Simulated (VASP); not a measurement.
Here is a VASP 6.6.1 calculation.

File INCAR:

```
SYSTEM = PrBe3Si
PREC     = Accurate       ! precision mode
ENCUT    = 600            ! plane-wave cutoff, eV
EDIFF    = 1E-7           ! SCF threshold, eV
ISMEAR   = 0              ! smearing method
SIGMA    = 0.1            ! smearing width, eV
LREAL    = .False.        ! projectors in reciprocal space
LASPH    = .True.         ! aspherical terms in the spheres
NELM     = 200            ! most SCF steps
ALGO     = Normal         ! electronic algorithm
ISIF     = 4              ! what is computed and relaxed
LWAVE    = .False.        ! write WAVECAR
LCHARG   = .False.        ! write CHGCAR
GGA      = PE             ! functional
IBRION   = 2              ! ionic algorithm
NSW      = 50             ! ionic steps
EDIFFG   = -0.01          ! ionic threshold
GGA_COMPAT= .False.      
NELMIN   = 4            
LMAXMIX  = 6              ! l up to which the mixer works
```

Contents of KPOINTS:

```
Automatic mesh
0
Gamma
  12 12 12
  0 0 0
```

POSCAR

```
PrBe3Si
1.0
   -1.8969667916      1.8969667916      4.4933614378
    1.8969667916     -1.8969667916      4.4933614378
    1.8969667916      1.8969667916     -4.4933614378
Pr Be Si
1 3 1
Direct
    0.0211123571      0.0211123571      0.0000000000
    0.3936979897      0.3936979897      0.0000000000
    0.2770338773      0.7770338773      0.5000000000
    0.7770338773      0.2770338773      0.5000000000
    0.6461219088      0.6461219088      0.0000000000
```

Potentials or basis: VASP PAW PBE potentials, release 64 (Pr_3, Be, Si), 4f in core.

Launch:

```console
$ cat potpaw_PBE.64/Pr_3/POTCAR potpaw_PBE.64/Be/POTCAR potpaw_PBE.64/Si/POTCAR > POTCAR
$ mpirun -np 1 vasp_std > vasp.out
```

Task: Predict the band gap on the k mesh.

Result: Zero (an odd number of electrons rules out a gap without spin polarisation).

Forces in eV/Å, atoms in the order of the input:
```
Pr   0.000  0.000  0.009
Be   0.000  0.000 -0.005
Be   0.000  0.000  0.000
Be   0.000  0.000  0.000
Si   0.000  0.000 -0.005
```

Caveat: spin-orbit coupling is left out, which moves the levels of the heavy elements; the 4f electrons are frozen in the core, so they carry no moment and show no levels. Spin polarisation is off, so any magnetic state and its effect on volume and gap are missing.
